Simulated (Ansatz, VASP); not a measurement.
## One calculation of Al2Cu, two programs

```
Al Cu
1.0
    -3.03350    3.03350    2.51166
     3.03350   -3.03350    2.51166
     3.03350    3.03350   -2.51166
Al Cu
4 2
Cartesian
  0.9682 4.0017 0.0000
  2.0653 0.9682 0.0000
  2.0653 -0.9682 2.5117
  0.9682 2.0653 2.5117
  0.0000 0.0000 1.2558
  0.0000 0.0000 3.7675
```

Change from the starting cell: z stretched by +3 %, ions relaxed.

Alike in both runs: functional PBE; k mesh 12 × 12 × 12; occupations fermi-dirac, width 0.05 eV; no spin polarisation.

Ansatz relaxed the structure, and its values are those at the end. VASP's run is a single point on that final structure, the one shown.

|  | VASP | Ansatz |
| --- | --- | --- |
| version | VASP 6.6.1 | Ansatz 0.2.0 |
| potentials or method | VASP PAW PBE potentials, release 64 (Al, Cu) | plane-wave PAW, scalar-relativistic |
| plane-wave cutoff (eV) | 520 | 420 |
| valence electrons in the cell | 34 | 50 |

|  | VASP | Ansatz | Ansatz less VASP |
| --- | --- | --- | --- |
| pressure (GPa) | -2.7 | -2.9 | -0.17 |
| rms of the force components (eV/Å) | 0.003 | 0.005 | +0.0019 |

The functional is the same, so the differences come from potentials, cutoffs and numerics. VASP's potentials hold 34 valence electrons a cell and Ansatz's 50, so a difference there can come from the potentials and not from the codes. Ansatz's warnings: stress scf threshold loose.
